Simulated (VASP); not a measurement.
Set up this calculation in VASP 6.6.1, as the native input.

```
Task                   : single point
Functional             : r2SCAN
Potentials or basis    : VASP PAW PBE potentials, release 64 (Ti_sv, B)
Cutoff                 : 520 eV
k mesh                 : 13 × 13 × 10
Occupations            : fermi-dirac, width 0.15 eV
Spin                   : no spin polarisation
Dipole correction      : no
Further INCAR settings : ALGO = Normal; EDIFF = 1e-06; NBANDS = 16
```

Crystal: TiB2.

```xyz
3
Lattice="3.0251 0.0000 0.0000 -1.5125 2.6198 0.0000 0.0000 0.0000 3.2230" Properties=species:S:1:pos:R:3 pbc="T T T"
Ti    0.0000    0.0000    0.0000
B     0.0000    1.7465    1.6115
B     1.5125    0.8733    1.6115
```

These files were run (other wordings do the same):

POSCAR

```
TiB2
1.0
    3.0250920380      0.0000000000      0.0000000000
   -1.5125460190      2.6198065537      0.0000000000
    0.0000000000      0.0000000000      3.2230205575
Ti B
1 2
Direct
    0.0000000000      0.0000000000      0.0000000000
    0.3333333333      0.6666666667      0.5000000000
    0.6666666667      0.3333333333      0.5000000000
```

INCAR.step1

```
PREC = Accurate
ENCUT = 520
ISMEAR = -1
SIGMA = 0.15
LREAL = F
LASPH = T
NELM = 100
NBANDS = 16
GGA = PE
ALGO = Normal
EDIFF = 1E-4
LWAVE = T
LCHARG = F
```

INCAR.step2

```
PREC = Accurate
ENCUT = 520
EDIFF = 1E-6
ISMEAR = -1
SIGMA = 0.15
LREAL = F
LASPH = T
NELM = 100
ALGO = Normal
ISIF = 2
LWAVE = F
LCHARG = F
METAGGA = R2SCAN
LMIXTAU = T
NBANDS = 16
ISTART = 1
```

KPOINTS

```
regular mesh
0
Gamma
  13 13 10
```

Potentials or basis: VASP PAW PBE potentials, release 64 (Ti_sv, B).

Command:

```console
$ cat potpaw_PBE.64/Ti_sv/POTCAR potpaw_PBE.64/B/POTCAR > POTCAR
$ cp INCAR.step1 INCAR
$ mpirun -np 1 vasp_std > vasp.out
$ cp INCAR.step2 INCAR
$ mpirun -np 1 vasp_std > vasp.out
```

It gave:

The pressure is 0.8 GPa and the band gap on the k mesh is zero (bands 9 and 10 overlap by 0.55 eV).

Caveat: the PAW data sets were made with another functional, which shifts forces and pressure a little.

It took 62 s on 1 thread of Intel(R) Xeon(R) 6975P-C (Granite Rapids), with other jobs on the host, peak memory 0.18 GiB.
